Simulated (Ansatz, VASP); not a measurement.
# Two plane-wave programs on AlSn

```
Sn Al
1.0
     4.19811    0.00000    0.00000
    -2.09905    3.63567    0.00000
     0.00000    0.00000    3.30685
Sn Al
1 1
Cartesian
  0.0000 2.4238 1.6534
  0.0000 0.0000 0.0000
```

Alike in both runs: functional PBEsol; k mesh 7 × 7 × 8; occupations fermi-dirac, width 0.05 eV; non-collinear spin, spin-orbit coupling.

|  | VASP | Ansatz |
| --- | --- | --- |
| version | VASP 6.6.1 | Ansatz 0.2.0 |
| potentials or method | VASP PAW PBE potentials, release 64 (Sn_d, Al) | Ansatz PAW |
| plane-wave cutoff (eV) | 520 | 420 |
| valence electrons in the cell | 17 | 17 |
| task | single point | band structure |

```tsv
	VASP	Ansatz	Ansatz less VASP
pressure (GPa)	-1.8	-1.8	-0.01
traceless stress, the component that is largest in VASP (GPa)	0.19	0.19	-0.001
net moment per atom (μB)	0.00	0.00	0.000
```

VASP's potentials were made for PBE, not for PBEsol.
